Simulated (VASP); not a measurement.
A run of VASP 6.6.1:

The input POSCAR:

```
SrO
1.0
    0.0000000000      2.5663000000      2.5663000000
    2.5663000000      0.0000000000      2.5663000000
    2.5663000000      2.5663000000      0.0000000000
Sr O
1 1
Direct
    0.5000000000      0.5000000000      0.5000000000
    0.0000000000      0.0000000000      0.0000000000
```

Contents of INCAR.step1:

```
SYSTEM = SrO
  ALGO = Normal
  EDIFF = 1E-5
  ENCUT = 520
  GGA = PE
  GGA_COMPAT = .False.
  ISIF = 2
  ISMEAR = 0
  LASPH = .True.
  LREAL = .False.
  LWAVE = .True.
  NBANDS = 15
  NELM = 120
  PREC = Accurate
  SIGMA = 0.01
```

File INCAR.step2:

```
SYSTEM = SrO
  AEXX = 0.35
  ALGO = Normal
  EDIFF = 1E-6
  ENCUT = 520
  GGA = PE
  GGA_COMPAT = .False.
  ISIF = 2
  ISMEAR = 0
  ISTART = 1
  LASPH = .True.
  LCHARG = .True.
  LELF = .True.
  LHFCALC = .True.
  LREAL = .False.
  LVHAR = .True.
  LWAVE = .False.
  NBANDS = 15
  NELM = 120
  PREC = Accurate
  PRECFOCK = Normal
  SIGMA = 0.01
```

Contents of KPOINTS:

```
k-points
0
Gamma
  4 4 4
  0 0 0
```

Potentials or basis: VASP PAW PBE potentials, release 64 (Sr_sv, O).

Command:

```sh
$ cat potpaw_PBE.64/Sr_sv/POTCAR potpaw_PBE.64/O/POTCAR > POTCAR
$ cp INCAR.step1 INCAR
$ mpirun -np 1 vasp_std > vasp.out
$ cp INCAR.step2 INCAR
$ mpirun -np 1 vasp_std > vasp.out
```

Hardware: 1 thread of Intel(R) Xeon(R) Platinum 8259CL CPU @ 2.50GHz (Skylake/Cascade Lake), with other jobs on the host.

Task: How long does it take, and how much memory?

Result: Run time: 5.6 min on 1 thread of Intel(R) Xeon(R) Platinum 8259CL CPU @ 2.50GHz (Skylake/Cascade Lake), with other jobs on the host, peak memory 0.17 GiB. Counts: k points 8.
